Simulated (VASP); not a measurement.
A run of VASP 6.6.1:

File INCAR:

```
SYSTEM = KC
ALGO = Normal ; EDIFF = 1E-6
ENCUT = 520 ; GGA = PE
ISIF = 2 ; ISMEAR = 0
ISPIN = 2 ; LASPH = .TRUE.
LCHARG = .TRUE. ; LELF = .TRUE.
LORBIT = 11 ; LREAL = .FALSE.
LVHAR = .TRUE. ; LWAVE = .FALSE.
MAGMOM = 0 0 0 1 1 1 ; NBANDS = 32
NELM = 150 ; PREC = Accurate
SIGMA = 0.1
```

The input KPOINTS:

```
k-points
0
G
  6 6 6
  0 0 0
```

Contents of POSCAR:

```
KC
1.0
    2.9681962998      1.7136889327      6.6980922343
   -2.9681962998      1.7136889327      6.6980922343
    0.0000000000     -3.4273778654      6.6980922343
K C
3 3
Direct
    0.1921563792      0.1921563792      0.1921563792
    0.6629634310      0.6629634310      0.6629634310
    0.4045290562      0.4045290562      0.4045290562
    0.9694436842      0.2110909852      0.9694436842
    0.2110909852      0.9694436842      0.9694436842
    0.9694436842      0.9694436842      0.2110909852
```

Potentials or basis: VASP PAW PBE potentials, release 64 (K_sv, C).

Command:

```console
$ cat potpaw_PBE.64/K_sv/POTCAR potpaw_PBE.64/C/POTCAR > POTCAR
$ mpirun -np 1 vasp_std > vasp.out
```

Hardware: 1 thread of Intel Xeon 8259CL, on a shared host.

Estimate the wall time of this run.

It took 21 min on 1 thread of Intel Xeon 8259CL (shared host), peak memory 0.73 GiB. Counts: scf iterations 17, k points 32.
